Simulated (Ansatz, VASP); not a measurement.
# Si4BN3: VASP beside Ansatz

INCAR

```
PREC     = Accurate       # precision mode
ENCUT    = 600            # plane-wave cutoff, eV
EDIFF    = 1E-6           # SCF threshold, eV
ISMEAR   = 0              # smearing method
SIGMA    = 0.1            # smearing width, eV
LREAL    = F              # projectors in reciprocal space
LASPH    = T              # aspherical terms in the spheres
NELM     = 80             # most SCF steps
ALGO     = Normal         # electronic algorithm
ISIF     = 3              # what is computed and relaxed
LWAVE    = F              # write WAVECAR
LCHARG   = F              # write CHGCAR
GGA      = PE             # functional
IBRION   = 2              # ionic algorithm
NSW      = 80             # ionic steps
EDIFFG   = -0.001         # ionic threshold
```

File KPOINTS:

```
Automatic mesh
0
Gamma
  12 12 2
```

File POSCAR:

```
Si4BN3
1.0
    2.7409914322      0.0000000000      0.0000000000
   -1.3704957161      2.3737682119      0.0000000000
    0.0000000000      0.0000000000     16.5589439300
Si B N
4 1 3
Direct
    0.6666666667      0.3333333333      0.4835052579
    0.6666666667      0.3333333333      0.3369817897
    0.3333333333      0.6666666667      0.0550301153
    0.3333333333      0.6666666667      0.2015531372
    0.0000000000      0.0000000000      0.7711946847
    0.3333333333      0.6666666667      0.7711949147
    0.0000000000      0.0000000000      0.5222254609
    0.0000000000      0.0000000000      0.0163146395
```

Input for Ansatz:

```yaml
crystal:
  lattice:
    - [2.7409914322, 0.0, 0.0]
    - [-1.3704957161, 2.3737682119, 0.0]
    - [0.0, 0.0, 16.55894393]
  atoms:
    - { symbol: Si, position: [0.6666666667, 0.3333333333, 0.4835052579] }
    - { symbol: Si, position: [0.6666666667, 0.3333333333, 0.3369817897] }
    - { symbol: Si, position: [0.3333333333, 0.6666666667, 0.0550301153] }
    - { symbol: Si, position: [0.3333333333, 0.6666666667, 0.2015531372] }
    - { symbol: B, position: [0.0, 0.0, 0.7711946847] }
    - { symbol: "N", position: [0.3333333333, 0.6666666667, 0.7711949147] }
    - { symbol: "N", position: [0.0, 0.0, 0.5222254609] }
    - { symbol: "N", position: [0.0, 0.0, 0.0163146395] }
basis:
  ecutwfc: 420
kpoints:
  mp_grid: { grid: [12, 12, 2] }
hamiltonian:
  xc: pbe
scf:
  occupations: { method: gaussian, width: 0.1 }
output:
  forces: true
  stress: true
  eigenvalues: true
relax:
  adjacent_minimum: "off"
  f_tol: 0.001
  max_steps: 60
  cell: { stress_tol: 0.01 }
```

Alike in both runs: task relaxation of cell and atoms; functional PBE; k mesh 12 × 12 × 2; occupations gaussian, width 0.1 eV; no spin polarisation.

```csv
,VASP,Ansatz
version,VASP 6.6.1,Ansatz 0.2.0
potentials or method,"VASP PAW PBE potentials, release 64 (Si, B, N), cutoff 600 eV","scalar-relativistic, plane waves, PAW"
valence electrons in the cell,34,34
```

```csv
,VASP,Ansatz,Ansatz less VASP
"gap on the k mesh at the Fermi level, each at its own relaxed structure (eV)",none,none,-
relaxed volume (Å³/atom),13.13,13.55,+0.429
relaxed length of the cell vector where the two differ most in proportion (Å),16.137,16.667,+0.5302
```

A gap of «none» marks a metal or a gap that the smearing closes.
